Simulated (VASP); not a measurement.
GaSb, 2 atoms in the cell. It takes space group F-43m (No. 216, cubic). The conventional cell has a = 6.049 Å, b = 6.049 Å, c = 6.049 Å, α = 90.00°, β = 90.00°, γ = 90.00°. Ga (site symmetry -43m) has 4 Sb at 2.62 Å within 3.5 Å. Within 3.5 Å of Sb (site symmetry -43m) lie 4 Ga at 2.62 Å. 

```yaml
Program: VASP 6.6.1
Task: single point
Functional: LDA
Potentials_or_basis: VASP PAW LDA potentials, release 64 (Ga_d, Sb)
Cutoff: 520 eV
k_mesh: 8 × 8 × 11
Occupations: gaussian, width 0.1 eV
Spin: no spin polarisation
Dipole_correction: no
Further_INCAR_settings: ALGO = Normal; EDIFF = 1e-06; NBANDS = 16; ISYM = 0
```

Potentials or basis: VASP PAW LDA potentials, release 64 (Ga_d, Sb).

The run is started by

```console
$ cat potpaw_LDA.64/Ga_d/POTCAR potpaw_LDA.64/Sb/POTCAR > POTCAR
$ mpirun -np 1 vasp_std > vasp.out
```

Hardware: 1 thread of Intel(R) Xeon(R) 6975P-C (Granite Rapids), with other jobs on the host.

Q: Estimate the wall time of this run.

A: Wall time 67 s on 1 thread of Intel(R) Xeon(R) 6975P-C (Granite Rapids), with other jobs on the host, peak memory 0.42 GiB. Counts: scf iterations 12, k points 354.
